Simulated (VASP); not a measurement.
# NbH2 (Fm-3m) in VASP: further runs

NbH2 is run at these levels: r2SCAN; tasks: single point, relaxation of cell and atoms.

Everything below comes from runs of VASP 6.6.1. Logs are shortened: lines on timing, memory, paths and dates and some standing lists are left out, and cuts for length are marked.

## 1. The cell of the first run

It takes space group Fm-3m (No. 225, cubic). Conventional cell: a = 4.547 Å, b = 4.547 Å, c = 4.547 Å, α = 90.00°, β = 90.00°, γ = 90.00°. Nb (site symmetry m-3m) has 8 H at 1.97 Å within 2.6 Å. Within 2.6 Å of H (site symmetry -43m) lie 4 Nb at 1.97 Å and 6 H at 2.27 Å.

## 2. Single point, r2SCAN

POSCAR

```
NbH2
1.0
    0.0000000000      2.2734030814      2.2734030814
    2.2734030814      0.0000000000      2.2734030814
    2.2734030814      2.2734030814      0.0000000000
Nb H
1 2
Direct
    0.0000000000      0.0000000000      0.0000000000
    0.2500000000      0.2500000000      0.2500000000
    0.7500000000      0.7500000000      0.7500000000
```

INCAR.step1

```
SYSTEM = NbH2
ALGO = Normal
EDIFF = 1E-4
ENCUT = 520
GGA = PE
ISMEAR = 0
LASPH = .True.
LCHARG = .False.
LREAL = .False.
LWAVE = .True.
NBANDS = 14
NELM = 100
PREC = Accurate
SIGMA = 0.1
```

INCAR.step2

```
SYSTEM = NbH2
ALGO = Normal
EDIFF = 1E-6
ENCUT = 520
ISIF = 2
ISMEAR = 0
ISTART = 1
LASPH = .True.
LCHARG = .False.
LMIXTAU = .True.
LREAL = .False.
LWAVE = .False.
METAGGA = R2SCAN
NBANDS = 14
NELM = 100
PREC = Accurate
SIGMA = 0.1
```

KPOINTS

```
k-points
0
Gamma
  16 16 16
  0 0 0
```

Potentials or basis: VASP PAW PBE potentials, release 64 (Nb_sv, H).

The run is started by

```bash
$ cat potpaw_PBE.64/Nb_sv/POTCAR potpaw_PBE.64/H/POTCAR > POTCAR
$ cp INCAR.step1 INCAR
$ mpirun -np 1 vasp_std > vasp.out
$ cp INCAR.step2 INCAR
$ mpirun -np 1 vasp_std > vasp.out
```

OUTCAR:

```text
SYSTEM = NbH2
   EDIFF = 1E-6
   ENCUT = 520
   ISIF = 2
   ISMEAR = 0
   ISTART = 1
   LASPH = .True.
   LREAL = .False.
   METAGGA = R2SCAN
   NELM = 100
   PREC = Accurate

 ion  position               nearest neighbor table
   1  0.000  0.000  0.000-
   2  0.250  0.250  0.250-
   3  0.750  0.750  0.750-

  LATTYP: Found a face centered cubic cell.
 ALAT       =     4.5468061628

  Lattice vectors:

 A1 = (   0.0000000000,   2.2734030814,   2.2734030814)
 A2 = (   2.2734030814,   0.0000000000,   2.2734030814)
 A3 = (   2.2734030814,   2.2734030814,   0.0000000000)

Analysis of symmetry for initial positions (statically):
=====================================================================
 Subroutine PRICEL returns:
 Original cell was already a primitive cell.

 Routine SETGRP: Setting up the symmetry group for a
 face centered cubic supercell.

 Subroutine GETGRP returns: Found 48 space group operations
 (whereof 48 operations were pure point group operations)
 out of a pool of 48 trial point group operations.

The static configuration has the point symmetry O_h .

Analysis of symmetry for dynamics (positions and initial velocities):
=====================================================================
 Subroutine PRICEL returns:
 Original cell was already a primitive cell.

 Routine SETGRP: Setting up the symmetry group for a
 face centered cubic supercell.

 Subroutine GETGRP returns: Found 48 space group operations
 (whereof 48 operations were pure point group operations)
 out of a pool of 48 trial point group operations.

The dynamic configuration has the point symmetry O_h .

 Subroutine INISYM returns: Found 48 space group operations
 (whereof 48 operations are pure point group operations),
 and found     1 'primitive' translations

----------------------------------------------------------------------------------------

                                     Primitive cell

  volume of cell :      23.4995

  direct lattice vectors                    reciprocal lattice vectors
     0.000000000  2.273403081  2.273403081    -0.219934601  0.219934601  0.219934601
     2.273403081  0.000000000  2.273403081     0.219934601 -0.219934601  0.219934601
     2.273403081  2.273403081  0.000000000     0.219934601  0.219934601 -0.219934601

  length of vectors
     3.215077470  3.215077470  3.215077470     0.380937904  0.380937904  0.380937904

  position of ions in fractional coordinates (direct lattice)
     0.000000000  0.000000000  0.000000000
     0.250000000  0.250000000  0.250000000
     0.750000000  0.750000000  0.750000000

  ion indices of the primitive-cell ions
   primitive index   ion index
                 1           1
                 2           2
                 3           3

----------------------------------------------------------------------------------------

 KPOINTS: k-points

Automatic generation of k-mesh.
 Grid dimensions read from file:
 generate k-points for:   16   16   16

 Generating k-lattice:

  Cartesian coordinates                     Fractional coordinates (reciprocal lattice)
    -0.013745913  0.013745913  0.013745913     0.062500000  0.000000000  0.000000000
     0.013745913 -0.013745913  0.013745913     0.000000000  0.062500000  0.000000000
     0.013745913  0.013745913 -0.013745913     0.000000000  0.000000000  0.062500000

  Length of vectors
     0.023808619  0.023808619  0.023808619

  Shift w.r.t. Gamma in fractional coordinates (k-lattice)
     0.000000000  0.000000000  0.000000000

 Subroutine IBZKPT returns following result:
 ===========================================

 Found    145 irreducible k-points:

 Following reciprocal coordinates:
            Coordinates               Weight
  0.000000  0.000000  0.000000      1.000000
  0.062500  0.000000  0.000000      8.000000
  0.125000  0.000000  0.000000      8.000000
  0.187500  0.000000  0.000000      8.000000
  0.250000  0.000000  0.000000      8.000000
  0.312500  0.000000  0.000000      8.000000
[... 16 lines left out ...]
 -0.125000  0.062500  0.000000     24.000000
 -0.062500  0.062500  0.000000     12.000000
 [... further k-points ...]
   k-points           NKPTS =    145   k-points in BZ     NKDIM =    145   number of bands    NBANDS=     14
   number of dos      NEDOS =    301   number of ions     NIONS =      3
   total plane-waves  NPLWV =  13824
   dimension x,y,z NGX =    24 NGY =   24 NGZ =   24
   dimension x,y,z NGXF=    48 NGYF=   48 NGZF=   48
   ions per type =               1   2
   NGX,Y,Z   is equivalent  to a cutoff of  12.41, 12.41, 12.41 a.u.
   NGXF,Y,Z  is equivalent  to a cutoff of  24.82, 24.82, 24.82 a.u.
 SYSTEM =  NbH2
   PREC   = accura    normal or accurate (medium, high low for compatibility)
   ISTART =      1    job   : 0-new  1-cont  2-samecut
   ICHARG =      0    charge: 1-file 2-atom 10-const
   ISPIN  =      1    spin polarized calculation?
   LNONCOLLINEAR =      F non collinear calculations
   LSORBIT =      F    spin-orbit coupling
   LASPH  =      T    aspherical Exc in radial PAW
   ENCUT  =  520.0 eV  38.22 Ry    6.18 a.u.   5.98  5.98  5.98*2*pi/ulx,y,z
   NELM   =    100;   NELMIN=  2; NELMDL=  0     # of ELM steps
   EDIFF  = 0.1E-05   stopping-criterion for ELM
   LREAL  =      F    real-space projection
   EDIFFG = 0.1E-04   stopping-criterion for IOM
   NSW    =      0    number of steps for IOM
   IBRION =     -1    ionic relax: 0-MD 1-quasi-New 2-CG
   NFREE  =      0    steps in history (QN), initial steepest desc. (CG)
   ISIF   =      2    stress and relaxation
   ISYM   =      2    0-nonsym 1-usesym 2-fastsym
   POTIM  = 0.5000    time-step for ionic-motion
   TEBEG  =    0.0;   TEEND  =   0.0 temperature during run
   PSTRESS=    0.0 pullay stress
   NELECT =      15.0000    total number of electrons
   NUPDOWN=      -1.0000    fix difference up-down
   EMIN   =  10.00;   EMAX   =-10.00  energy-range for DOS
   EFERMI =   0.00;   METHOD = LEGACY
   ISMEAR =     0;   SIGMA  =   0.10  broadening in eV -4-tet -1-fermi 0-gaus
   EFERMI_NEDOS =   21; number of points for ismear=-14 and -15
   IALGO  =     38    algorithm
   IMIX   =      4    mixing-type and parameters
     AMIX     =   0.40;   BMIX     =  1.00
     AMIX_MAG =   1.60;   BMIX_MAG =  1.00
  volume/ion in A,a.u.               =       7.83        52.86
  Fermi-wavevector in a.u.,A,eV,Ry     =   1.409566  2.663694 27.033101  1.986877
  Thomas-Fermi vector in A             =   2.531609
   LORBIT       =      0    0 simple, 1 ext, 2 COOP (PROOUT), +10 PAW based schemes
   METAGGA = R2SCAN    functional components
   LHFCALC =     F    Hartree Fock is set to
   AEXX    =    0.0000 exact exchange contribution
   IVDW    =     0    specifies the selected vdW correction
   LEPSILON=     F    determine dielectric tensor
   LRPA    =     F    only Hartree local field effects (RPA)
 non-spin polarized calculation
 Gauss-broadening in eV      SIGMA  =   0.10
  energy-cutoff  :      520.00
  volume of cell :       23.50
 maximum number of plane-waves:       648
   NGX = 11   NGY = 11   NGZ = 11

 number of electron      14.9999999 magnetization

 Free energy of the ion-electron system (eV)
  ---------------------------------------------------
  ext. energy  EPLUGINS =         0.00000000
  ---------------------------------------------------
  free energy    TOTEN  =       -32.56988803 eV

  energy without entropy =      -32.56562568  energy(sigma->0) =      -32.56775686

 E-fermi :  10.2285     XC(G=0): -12.9999

 val. band max:       10.2199534434   @ k =  -0.2500   0.2500   0.0625
 cond. band min:      10.2400166605   @ k =   0.5000   0.2500   0.0625
 fundamental gap:      0.0200632171
 Fermi energy:        10.2285094095

 k-point     1 :       0.0000    0.0000    0.0000
  band No.  band energies     occupation
      1     -47.1319      2.00000
      2     -22.1673      2.00000
      3     -22.1673      2.00000
      4     -22.1673      2.00000
      5      -1.2051      2.00000
      6       8.6524      2.00000
      7       8.7849      2.00000
      8       8.7849      2.00000
      9       8.7849      2.00000
     10      11.5454      0.00000
     11      11.5454      0.00000
     12      23.0880      0.00000
     13      24.3309      0.00000
     14      24.3309      0.00000

 k-point     2 :       0.0625    0.0000    0.0000
  band No.  band energies     occupation
      1     -47.1283      2.00000
      2     -22.1976      2.00000
      3     -22.1709      2.00000
      4     -22.1709      2.00000
      5      -1.0926      2.00000
      6       7.4144      2.00000
      7       8.8430      2.00000
      8       8.8430      2.00000
      9      10.1606      1.66338
     10      11.4962      0.00000
     11      11.4962      0.00000
     12      22.0192      0.00000
     13      24.5523      0.00000
     14      24.5523      0.00000

 k-point     3 :       0.1250    0.0000    0.0000
  band No.  band energies     occupation
      1     -47.1178      2.00000
      2     -22.2829      2.00000
      3     -22.1812      2.00000
      4     -22.1811      2.00000
      5      -0.7691      2.00000
      6       6.2885      2.00000
      7       8.9950      2.00000
      8       8.9950      2.00000
      9      11.3890      0.00000
     10      11.3890      0.00000
     11      11.6822      0.00000
     12      20.7131      0.00000
     13      25.1868      0.00000
     14      25.1868      0.00000
[... 324 lines left out ...]
 k-point    23 :      -0.1250    0.0625    0.0000
  band No.  band energies     occupation
      1     -47.1102      2.00000
      2     -22.3340      2.00000
      3     -22.2072      2.00000
      4     -22.1809      2.00000
      5      -0.5268      2.00000
      6       5.7612      2.00000
      7       9.1045      2.00000
      8       9.1127      2.00000
      9      11.0952      0.00000
     10      11.5521      0.00000
     11      12.4892      0.00000
     12      20.2611      0.00000
     13      24.9250      0.00000
     14      25.9397      0.00000

 k-point    24 :      -0.0625    0.0625    0.0000
  band No.  band energies     occupation
      1     -47.1224      2.00000
      2     -22.2404      2.00000
      3     -22.1868      2.00000
      4     -22.1723      2.00000
      5      -0.9088      2.00000
      6       6.6677      2.00000
      7       8.9295      2.00000
      8       8.9525      2.00000
      9      11.1199      0.00000
     10      11.3063      0.00000
     11      11.5404      0.00000
     12      21.2416      0.00000
     13      24.5507      0.00000
     14      25.0716      0.00000

 [... further k-points ...]
[... 5 lines left out ...]
  --------------------------------------------------------------------------------------
  -------------------------------------------------------------------------------------
  Total       -0.0442723     -0.0442723     -0.0442723      0.0000000      0.0000000      0.0000000
  in kB       -3.0184446     -3.0184446     -3.0184446      0.0000000      0.0000000      0.0000000
  external PRESSURE =      -3.0184446 kB  Pullay stress =       0.0000000 kB

 VOLUME and BASIS-vectors are now :
 -----------------------------------------------------------------------------
  energy-cutoff  :      520.00
  volume of cell :       23.50
      direct lattice vectors                 reciprocal lattice vectors
     0.000000000  2.273403081  2.273403081    -0.219934601  0.219934601  0.219934601
     2.273403081  0.000000000  2.273403081     0.219934601 -0.219934601  0.219934601
     2.273403081  2.273403081  0.000000000     0.219934601  0.219934601 -0.219934601

 POSITION                                       TOTAL-FORCE (eV/Angst)
 -----------------------------------------------------------------------------------
      0.00000      0.00000      0.00000        -0.000000     -0.000000      0.000000
      1.13670      1.13670      1.13670        -0.000000     -0.000000      0.000000
      3.41010      3.41010      3.41010         0.000000      0.000000     -0.000000
 -----------------------------------------------------------------------------------
    total drift:                               -0.000000      0.000000      0.000000

  FREE ENERGIE OF THE ION-ELECTRON SYSTEM (eV)
  ---------------------------------------------------
  free  energy   TOTEN  =       -32.5698880328 eV

  energy  without entropy=      -32.5656256779  energy(sigma->0) =      -32.56775686
```

It took 48 s on 1 thread of Intel Xeon 6975P-C (Granite Rapids), shared host; peak memory 0.17 GiB.

What came out:

```yaml
Free_energy: -32.5699 eV
Pressure: -0.3 GPa
```

Caveat: the PAW data sets were made with another functional, which shifts forces and pressure a little.

## 3. Relaxation of cell and atoms, r2SCAN

This run uses another cell than the first one, of 7.92 Å³/atom, 1.011 times its volume.

POSCAR

```
NbH2
1.0
    0.0000000000      2.2815000000      2.2815000000
    2.2815000000      0.0000000000      2.2815000000
    2.2815000000      2.2815000000      0.0000000000
Nb H
1 2
Direct
    0.0000000000      0.0000000000      0.0000000000
    0.2500000000      0.2500000000      0.2500000000
    0.7500000000      0.7500000000      0.7500000000
```

INCAR.step1

```
PREC = Accurate
ENCUT = 600
ISMEAR = 0
SIGMA = 0.1
LREAL = False
LASPH = True
NELM = 100
GGA = PE
ALGO = Normal
EDIFF = 1E-4
LWAVE = True
LCHARG = False
```

INCAR.step2

```
PREC = Accurate
ENCUT = 600
EDIFF = 1E-6
ISMEAR = 0
SIGMA = 0.1
LREAL = False
LASPH = True
NELM = 100
ALGO = Normal
ISIF = 3
LWAVE = False
LCHARG = False
METAGGA = R2SCAN
LMIXTAU = True
IBRION = 2
NSW = 100
EDIFFG = -0.005
ISTART = 1
```

KPOINTS

```
regular mesh
0
Gamma
  16 16 16
```

Potentials or basis: VASP PAW PBE potentials, release 64 (Nb_sv, H).

The run is started by

```bash
$ cat potpaw_PBE.64/Nb_sv/POTCAR potpaw_PBE.64/H/POTCAR > POTCAR
$ cp INCAR.step1 INCAR
$ mpirun -np 1 vasp_std > vasp.out
$ cp INCAR.step2 INCAR
$ mpirun -np 1 vasp_std > vasp.out
```

Run time: 4 min. Hardware: 1 thread of Intel Xeon 6975P-C (Granite Rapids), shared host; peak memory 0.21 GiB.

It converged, with:

- Free energy: -32.5697 eV
- Relaxed volume: 7.83 Å³/atom
- Relaxed cell: a = 3.214 Å, b = 3.214 Å, c = 3.214 Å, α = 60.00°, β = 60.00°, γ = 60.00°
- Space group after relaxing (to 0.05 Å): Fm-3m (No. 225)
- Energy gained by relaxing: 0.6 meV/atom
- Ionic steps: 3
- Pressure after relaxing: 0.0 GPa

The path:
| step | energy change (eV) | largest force (eV/Å) | pressure (GPa) | volume (Å³) |
| --- | --- | --- | --- | --- |
| 1 | 0.0000 | 0.0000 | -2.14 | 23.75 |
| 2 | -0.0017 | 0.0000 | 0.69 | 23.39 |
| 3 | -0.0019 | 0.0000 | 0.00 | 23.48 |

Final structure:
```
Nb H
1.0
     0.00000    2.27262    2.27262
     2.27262    0.00000    2.27262
     2.27262    2.27262    0.00000
Nb H
1 2
Direct
  0.00000 0.00000 0.00000
  0.25000 0.25000 0.25000
  0.75000 0.75000 0.75000
```

Levels at points of the mesh, in eV from the Fermi level:
| k point | band 4 | band 5 | band 6 | band 7 | band 8 | band 9 | band 10 | band 11 |
| --- | --- | --- | --- | --- | --- | --- | --- | --- |
| (0.00, 0.00, 0.00) | -32.39 | -11.44 | -1.58 | -1.45 | -1.45 | -1.45 | 1.32 | 1.32 |
| (0.50, 0.00, 0.00) | -32.49 | -9.04 | -5.48 | -1.28 | -1.28 | 2.75 | 2.75 | 5.25 |
| (0.50, 0.50, 0.00) | -32.64 | -8.15 | -5.57 | -4.60 | 2.91 | 3.00 | 3.00 | 7.51 |

Caveat: the PAW data sets were made with another functional, which shifts forces and pressure a little.

[end of part 1 of 2]
